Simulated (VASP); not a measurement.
Hf3Si2N, 6 atoms in the cell. Symmetry: P-6m2, No. 187, hexagonal system. The conventional cell has a = 4.522 Å, b = 4.522 Å, c = 5.504 Å, α = 90.00°, β = 90.00°, γ = 120.00°. Within 3.4 Å of Hf (site symmetry -6m2) lie 3 Hf at 2.61 Å and 2 N at 2.75 Å and 6 Si at 2.92 Å. Within 3.4 Å of Hf (site symmetry -6m2) lie 3 N at 2.61 Å and 2 Hf at 2.75 Å and 6 Si at 2.98 Å. Hf (site symmetry -6m2) has 5 Hf at 2.61 to 2.75 Å and 6 Si at 2.92 Å within 3.4 Å. Within 3.5 Å of Si (site symmetry 3m) lie 2 Si at 2.63 to 2.87 Å and 9 Hf at 2.92 to 2.98 Å and 3 N at 2.98 Å. N (site symmetry -6m2) has 5 Hf at 2.61 to 2.75 Å and 6 Si at 2.98 Å within 3.4 Å. The cell was built from a structure type or drawn by symmetry, and may not be a known phase.

| Quantity | Value |
| --- | --- |
| Program | VASP 6.6.1 |
| Task | single point |
| Functional | PBE |
| Potentials or basis | VASP PAW PBE potentials, release 64 (Hf_pv, Si, N) |
| Cutoff | 520 eV |
| k mesh | 6 × 6 × 4 |
| Occupations | gaussian, width 0.1 eV |
| Spin | no spin polarisation |
| Dipole correction | no |
| Further INCAR settings | ALGO = Normal; EDIFF = 1e-07; NBANDS = 30 |

Potentials or basis: VASP PAW PBE potentials, release 64 (Hf_pv, Si, N).

Launch:

```bash
$ cat potpaw_PBE.64/Hf_pv/POTCAR potpaw_PBE.64/Si/POTCAR potpaw_PBE.64/N/POTCAR > POTCAR
$ mpirun -np 1 vasp_std > vasp.out
```

Hardware: 1 thread of AMD EPYC 9R14 (Zen 4), on a shared host.

Problem. How long does it take, and how much memory?

Solution. It took 71 s on 1 thread of AMD EPYC 9R14 (Zen 4), on a shared host, peak memory 0.21 GiB. Counts: scf iterations 19, k points 21.
